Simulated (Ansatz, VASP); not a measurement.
Two plane-wave programs on Si2Ge3

```
Si Ge
1.0
     5.49052    0.00000    0.00000
    -2.74526    4.75493    0.00000
     0.00000    0.00000    4.67588
Si Ge
2 3
Cartesian
  0.0000 0.0000 0.0000
  0.0000 0.0000 2.3379
  2.7453 0.0000 0.0000
  -1.3726 2.3775 0.0000
  1.3726 2.3775 0.0000
```

Alike in both runs: functional PBE; k mesh 12 × 12 × 8; occupations gaussian, width 0.1 eV; no spin polarisation.

Ansatz relaxed the structure, and its values are those at the end. VASP's run is a single point on that final structure, the one shown.

|  | VASP | Ansatz |
| --- | --- | --- |
| version | VASP 6.6.1 | Ansatz 0.2.0 |
| potentials or method | VASP PAW PBE potentials, release 64 (Si, Ge_d), cutoff 520 eV | scalar-relativistic, plane waves, PAW |
| valence electrons in the cell | 50 | 50 |

```tsv
	VASP	Ansatz	Ansatz less VASP
gap on the k mesh at the Fermi level (eV)	none	none	-
pressure (GPa)	0.0	0.0	+0.01
```

A gap of «none» marks a metal or a gap that the smearing closes.
